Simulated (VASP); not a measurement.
Runs of VASP 6.6.1 on ZrS. The structure is that of space group I4/mmm (No. 139), or close to it. The cells are those of the table. 

```tsv
cell	gap on the mesh (eV)	pressure (GPa)
a = 3.683, b = 3.583, c = 3.697 Å, angles 60.7, 58.1, 61.2°, 2 atoms	none	(a)
a = 3.748, b = 3.604, c = 3.614 Å, angles 62.6, 58.6, 58.8°, 2 atoms	none	(b)
a = 3.699, b = 3.651, c = 3.611 Å, angles 61.2, 59.9, 58.8°, 2 atoms	none	1.0
a = 3.638, b = 3.588, c = 3.739 Å, angles 59.5, 58.2, 62.3°, 2 atoms	none	2.7
a = 3.708, b = 3.559, c = 3.699 Å, angles 61.4, 57.4, 61.2°, 2 atoms	none	2.8
```

Alike in all rows: task single point; level PBEsol; potentials or basis VASP PAW PBE potentials, release 64 (Zr_sv, S); no spin polarisation; k mesh 16 × 16 × 16; cutoff (eV) 520; smearing gaussian 0.15 eV.

**Question.** Estimate the missing entries.

**Answer.** (a) 1.6; (b) 3.1.

Caveats: the PAW data sets were made with another functional, which shifts forces and pressure a little; the stress differs along the axes, from -9 to 9 GPa (at least some runs); the stress differs along the axes, from -7 to 22 GPa (at least some runs); the stress differs along the axes, from -6 to 9 GPa (at least some runs); the stress differs along the axes, from -8 to 19 GPa (at least some runs); the stress differs along the axes, from -11 to 11 GPa (at least some runs).

A k mesh can miss the band edges, and the runs leave out spin-orbit coupling on Zr.

A gap of «none» marks levels without a gap at the run's occupations.
